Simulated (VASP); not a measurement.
# BaH (I4/mmm) in VASP: relaxation of cell and atoms with PBE

Aim: the relaxation of cell and atoms of BaH with PBE.

All numbers are computed with VASP 6.6.1; they aren't measurements. Logs are shortened: lines on timing, memory, paths and dates and some standing lists are left out, and cuts for length are marked.

## 1. The cell of the first run

Symmetry: I4/mmm, No. 139, tetragonal system. The conventional cell has a = 4.075 Å, b = 4.075 Å, c = 5.914 Å, α = 90.00°, β = 90.00°, γ = 90.00°. Ba (site symmetry 4/mmm) has 6 H at 2.88 to 2.96 Å within 3.8 Å. Within 3.8 Å of H (site symmetry 4/mmm) lie 6 Ba at 2.88 to 2.96 Å.

## 2. Relaxation of cell and atoms, PBE

Contents of INCAR:

```
PREC     = Accurate       # precision mode
ENCUT    = 600            # plane-wave cutoff, eV
EDIFF    = 1E-6           # SCF threshold, eV
ISMEAR   = 0              # smearing method
SIGMA    = 0.1            # smearing width, eV
LREAL    = False          # projectors in reciprocal space
LASPH    = True           # aspherical terms in the spheres
NELM     = 80             # most SCF steps
ALGO     = Normal         # electronic algorithm
ISIF     = 3              # what is computed and relaxed
LWAVE    = False          # write WAVECAR
LCHARG   = False          # write CHGCAR
GGA      = PE             # functional
IBRION   = 2              # ionic algorithm
NSW      = 100            # ionic steps
EDIFFG   = -0.01          # ionic threshold
```

Contents of KPOINTS:

```
Automatic mesh
0
Gamma
  20 20 20
```

Contents of POSCAR:

```
BaH
1.0
   -2.0372671891      2.0372671891      2.9569456870
    2.0372671891     -2.0372671891      2.9569456870
    2.0372671891      2.0372671891     -2.9569456870
Ba H
1 1
Direct
    0.0000000000      0.0000000000      0.0000000000
    0.5000000000      0.5000000000      0.0000000000
```

Potentials or basis: VASP PAW PBE potentials, release 64 (Ba_sv, H).

Started as:

```console
cat potpaw_PBE.64/Ba_sv/POTCAR potpaw_PBE.64/H/POTCAR > POTCAR
mpirun -np 1 vasp_std > vasp.out
```

OUTCAR:

```text
PREC = Accurate
   ENCUT = 600
   EDIFF = 1E-6
   ISMEAR = 0
   LREAL = False
   LASPH = True
   NELM = 80
   ISIF = 3
   GGA = PE
   IBRION = 2
   NSW = 100
   EDIFFG = -0.01

 ion  position               nearest neighbor table
   1  0.000  0.000  0.000-
   2  0.500  0.500  0.000-

  LATTYP: Found a body centered tetragonal cell.
 ALAT       =     4.0745343782
 C/A-ratio  =     1.4514275314

  Lattice vectors:

 A1 = (  -2.0372671891,   2.0372671891,   2.9569456870)
 A2 = (   2.0372671891,  -2.0372671891,   2.9569456870)
 A3 = (   2.0372671891,   2.0372671891,  -2.9569456870)

Analysis of symmetry for initial positions (statically):
=====================================================================
 Subroutine PRICEL returns:
 Original cell was already a primitive cell.

 Routine SETGRP: Setting up the symmetry group for a
 body centered tetragonal supercell.

 Subroutine GETGRP returns: Found 16 space group operations
 (whereof 16 operations were pure point group operations)
 out of a pool of 16 trial point group operations.

The static configuration has the point symmetry D_4h.

Analysis of symmetry for dynamics (positions and initial velocities):
=====================================================================
 Subroutine PRICEL returns:
 Original cell was already a primitive cell.

 Routine SETGRP: Setting up the symmetry group for a
 body centered tetragonal supercell.

 Subroutine GETGRP returns: Found 16 space group operations
 (whereof 16 operations were pure point group operations)
 out of a pool of 16 trial point group operations.

The dynamic configuration has the point symmetry D_4h.

 Subroutine INISYM returns: Found 16 space group operations
 (whereof 16 operations are pure point group operations),
 and found     1 'primitive' translations

----------------------------------------------------------------------------------------

                                     Primitive cell

  volume of cell :      49.0907

  direct lattice vectors                    reciprocal lattice vectors
    -2.037267189  2.037267189  2.956945687     0.000000000  0.245426816  0.169093400
     2.037267189 -2.037267189  2.956945687     0.245426816  0.000000000  0.169093400
     2.037267189  2.037267189 -2.956945687     0.245426816  0.245426816  0.000000000

  length of vectors
     4.128491613  4.128491613  4.128491613     0.298038420  0.298038420  0.347085932

  position of ions in fractional coordinates (direct lattice)
     0.000000000  0.000000000  0.000000000
     0.500000000  0.500000000  0.000000000

  ion indices of the primitive-cell ions
   primitive index   ion index
                 1           1
                 2           2

----------------------------------------------------------------------------------------

 KPOINTS: Automatic mesh

Automatic generation of k-mesh.
 Grid dimensions read from file:
 generate k-points for:   20   20   20

 Generating k-lattice:

  Cartesian coordinates                     Fractional coordinates (reciprocal lattice)
     0.000000000  0.012271341  0.008454670     0.050000000 -0.000000000  0.000000000
     0.012271341  0.000000000  0.008454670    -0.000000000  0.050000000  0.000000000
     0.012271341  0.012271341  0.000000000     0.000000000  0.000000000  0.050000000

  Length of vectors
     0.014901921  0.014901921  0.017354297

  Shift w.r.t. Gamma in fractional coordinates (k-lattice)
     0.000000000  0.000000000  0.000000000

 Subroutine IBZKPT returns following result:
 ===========================================

 Found    641 irreducible k-points:

 Following reciprocal coordinates:
            Coordinates               Weight
  0.000000  0.000000  0.000000      1.000000
  0.050000  0.000000 -0.000000      8.000000
  0.100000 -0.000000  0.000000      8.000000
  0.150000  0.000000 -0.000000      8.000000
  0.200000 -0.000000  0.000000      8.000000
  0.250000  0.000000 -0.000000      8.000000
[... 16 lines left out ...]
 -0.400000  0.050000  0.000000     16.000000
 -0.350000  0.050000  0.000000     16.000000
 [... further k-points ...]
   k-points           NKPTS =    641   k-points in BZ     NKDIM =    641   number of bands    NBANDS=      9
   number of dos      NEDOS =    301   number of ions     NIONS =      2
   total plane-waves  NPLWV =  46656
   dimension x,y,z NGX =    36 NGY =   36 NGZ =   36
   dimension x,y,z NGXF=    72 NGYF=   72 NGZF=   72
   ions per type =               1   1
   NGX,Y,Z   is equivalent  to a cutoff of  14.50, 14.50, 14.50 a.u.
   NGXF,Y,Z  is equivalent  to a cutoff of  28.99, 28.99, 28.99 a.u.
 SYSTEM =  unknown system
   PREC   = accura    normal or accurate (medium, high low for compatibility)
   ISTART =      0    job   : 0-new  1-cont  2-samecut
   ICHARG =      2    charge: 1-file 2-atom 10-const
   ISPIN  =      1    spin polarized calculation?
   LNONCOLLINEAR =      F non collinear calculations
   LSORBIT =      F    spin-orbit coupling
   LASPH  =      T    aspherical Exc in radial PAW
   ENCUT  =  600.0 eV  44.10 Ry    6.64 a.u.   8.25  8.25  8.25*2*pi/ulx,y,z
   NELM   =     80;   NELMIN=  2; NELMDL= -5     # of ELM steps
   EDIFF  = 0.1E-05   stopping-criterion for ELM
   LREAL  =      F    real-space projection
   EDIFFG = -.1E-01   stopping-criterion for IOM
   NSW    =    100    number of steps for IOM
   IBRION =      2    ionic relax: 0-MD 1-quasi-New 2-CG
   NFREE  =      1    steps in history (QN), initial steepest desc. (CG)
   ISIF   =      3    stress and relaxation
   ISYM   =      2    0-nonsym 1-usesym 2-fastsym
   POTIM  = 0.5000    time-step for ionic-motion
   TEBEG  =    0.0;   TEEND  =   0.0 temperature during run
   PSTRESS=    0.0 pullay stress
   NELECT =      11.0000    total number of electrons
   NUPDOWN=      -1.0000    fix difference up-down
   EMIN   =  10.00;   EMAX   =-10.00  energy-range for DOS
   EFERMI =   0.00;   METHOD = LEGACY
   ISMEAR =     0;   SIGMA  =   0.10  broadening in eV -4-tet -1-fermi 0-gaus
   EFERMI_NEDOS =   21; number of points for ismear=-14 and -15
   IALGO  =     38    algorithm
   IMIX   =      4    mixing-type and parameters
     AMIX     =   0.40;   BMIX     =  1.00
     AMIX_MAG =   1.60;   BMIX_MAG =  1.00
  volume/ion in A,a.u.               =      24.55       165.64
  Fermi-wavevector in a.u.,A,eV,Ry     =   0.994350  1.879049 13.452515  0.988732
  Thomas-Fermi vector in A             =   2.126295
   LORBIT       =      0    0 simple, 1 ext, 2 COOP (PROOUT), +10 PAW based schemes
   GGA     = PE    functional components
   LHFCALC =     F    Hartree Fock is set to
   AEXX    =    0.0000 exact exchange contribution
   IVDW    =     0    specifies the selected vdW correction
   LEPSILON=     F    determine dielectric tensor
   LRPA    =     F    only Hartree local field effects (RPA)
 conjugate gradient relaxation of ions
 non-spin polarized calculation
 Gauss-broadening in eV      SIGMA  =   0.10
  energy-cutoff  :      600.00
  volume of cell :       49.09
 maximum number of plane-waves:      1668
 NGX is ok and might be reduce to    36
   NGX = 17   NGY = 17   NGZ = 17

--------------------------------------- Ionic step        1  -------------------------------------------

 number of electron      11.0000000 magnetization

 Free energy of the ion-electron system (eV)
  ---------------------------------------------------
  ext. energy  EPLUGINS =         0.00000000
  ---------------------------------------------------
  free energy    TOTEN  =        -5.78655858 eV

  energy without entropy =       -5.77451047  energy(sigma->0) =       -5.78053453

------------------------ aborting loop because EDIFF is reached ----------------------------------------

  FORCE on cell =-STRESS in cart. coord.  units (eV):
  Direction    XX          YY          ZZ          XY          YZ          ZX
  --------------------------------------------------------------------------------------
  -------------------------------------------------------------------------------------
  Total        0.1795495      0.1795495     -0.0095293      0.0000000      0.0000000      0.0000000
  in kB        5.8599696      5.8599696     -0.3110085      0.0000000      0.0000000      0.0000000
  external PRESSURE =       3.8029769 kB  Pullay stress =       0.0000000 kB
[... 237 lines left out ...]
  energy  without entropy=       -5.7767156570  energy(sigma->0) =       -5.78284079

--------------------------------------- Ionic step        8  -------------------------------------------

 number of electron      11.0000000 magnetization

 Free energy of the ion-electron system (eV)
  ---------------------------------------------------
  ext. energy  EPLUGINS =         0.00000000
  ---------------------------------------------------
  free energy    TOTEN  =        -5.78907182 eV

  energy without entropy =       -5.77680566  energy(sigma->0) =       -5.78293874

 E-fermi :   2.8559     XC(G=0):  -8.5318

 val. band max:        2.8555752643   @ k =  -0.3000   0.4000   0.2000
 cond. band min:       2.8592423951   @ k =  -0.4000  -0.4000   0.0500
 fundamental gap:      0.0036671309
 Fermi energy:         2.8558801353

 k-point     1 :       0.0000    0.0000    0.0000
  band No.  band energies     occupation
      1     -25.7658      2.00000
      2     -10.5220      2.00000
      3     -10.5218      2.00000
      4     -10.5218      2.00000
      5      -2.2805      2.00000
      6       4.7828      0.00000
      7       4.7858      0.00000
      8       4.7858      0.00000
      9       6.7366      0.00000
[... 265 lines left out ...]
 k-point    24 :      -0.3500    0.0500    0.0000
  band No.  band energies     occupation
      1     -25.6803      2.00000
      2     -11.3049      2.00000
      3     -10.6276      2.00000
      4     -10.6140      2.00000
      5      -0.6910      2.00000
      6       2.5322      2.00000
      7       4.5493      0.00000
      8       4.7276      0.00000
      9       6.6631      0.00000

 [... further k-points ...]

------------------------ aborting loop because EDIFF is reached ----------------------------------------

  FORCE on cell =-STRESS in cart. coord.  units (eV):
  Direction    XX          YY          ZZ          XY          YZ          ZX
  --------------------------------------------------------------------------------------
  -------------------------------------------------------------------------------------
  Total        0.0088778      0.0088778      0.0051063      0.0000000     -0.0000000      0.0000000
  in kB        0.2853605      0.2853605      0.1641326      0.0000000     -0.0000000      0.0000000
  external PRESSURE =       0.2449512 kB  Pullay stress =       0.0000000 kB
[... 17 lines left out ...]
  FREE ENERGIE OF THE ION-ELECTRON SYSTEM (eV)
  ---------------------------------------------------
  free  energy   TOTEN  =        -5.7890718151 eV

  energy  without entropy=       -5.7768056576  energy(sigma->0) =       -5.78293874

 reached required accuracy - stopping structural energy minimisation
```

Run time: 39 min. Hardware: 1 thread of Intel Xeon 8259CL, shared host; peak memory 0.58 GiB.

What came out:

| Property | Result |
| --- | --- |
| Free energy | -5.7891 eV |
| Relaxed volume | 24.92 Å³/atom |
| Relaxed cell | a = 4.131 Å, b = 4.131 Å, c = 4.131 Å, α = 120.01°, β = 120.01°, γ = 89.98° |
| Space group after relaxing (to 0.1 Å) | Fm-3m (No. 225) |
| Energy gained by relaxing | 1.3 meV/atom |
| Ionic steps | 8 |
| Pressure after relaxing | 0.0 GPa |
| Band gap on the k mesh | zero (an odd number of electrons rules out a gap without spin polarisation) |

Step by step:
| step | energy change (eV) | largest force (eV/Å) | pressure (GPa) | volume (Å³) |
| --- | --- | --- | --- | --- |
| 1 | 0.0000 | 0.0000 | 0.38 | 49.09 |
| 2 | -0.0012 | 0.0000 | 0.18 | 49.51 |
| 3 | -0.0019 | 0.0000 | -0.14 | 50.20 |
| 4 | -0.0019 | 0.0000 | -0.10 | 50.14 |
| 5 | -0.0022 | 0.0000 | -0.09 | 50.06 |
| 6 | -0.0024 | 0.0000 | -0.04 | 49.95 |
| 7 | -0.0024 | 0.0000 | 0.05 | 49.72 |
| 8 | -0.0025 | 0.0000 | 0.02 | 49.85 |

Final structure:
```
Ba H
1.0
    -2.06516    2.06516    2.92184
     2.06516   -2.06516    2.92184
     2.06516    2.06516   -2.92184
Ba H
1 1
Cartesian
  0.0000 0.0000 0.0000
  0.0000 0.0000 2.9218
```

Caveat: spin-orbit coupling is left out, which moves the levels of the heavy elements.
